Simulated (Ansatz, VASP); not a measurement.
**Al2Cu: VASP beside Ansatz**

```xyz
3
Lattice="4.3135 0.0000 0.0000 0.0000 4.3135 0.0000 0.0000 0.0000 3.1155" Properties=species:S:1:pos:R:3 pbc="T T T"
Al    2.1568    0.0000    1.5577
Al    0.0000    2.1568    1.5577
Cu    0.0000    0.0000    0.0000
```

Alike in both runs: task single point; functional PBE; k mesh 10 × 10 × 14; occupations gaussian, width 0.15 eV; no spin polarisation.

```csv
,VASP,Ansatz
version,VASP 6.6.1,Ansatz 0.2.0
potentials or method,"VASP PAW PBE potentials, release 64 (Al, Cu), cutoff 520 eV","scalar-relativistic, plane waves, PAW"
valence electrons in the cell,17,25
```

```tsv
	VASP	Ansatz	Ansatz less VASP
gap on the k mesh at the Fermi level (eV)	none	none	-
pressure (GPa)	-10.1	-9.9	+0.18
traceless stress, the component that is largest in VASP (GPa)	-1.09	-1.11	-0.016
```

A gap of «none» marks a metal or a gap that the smearing closes. The functional is the same, so the differences come from potentials, cutoffs and numerics. VASP's potentials hold 17 valence electrons a cell and Ansatz's 25, so a difference there can come from the potentials and not from the codes.
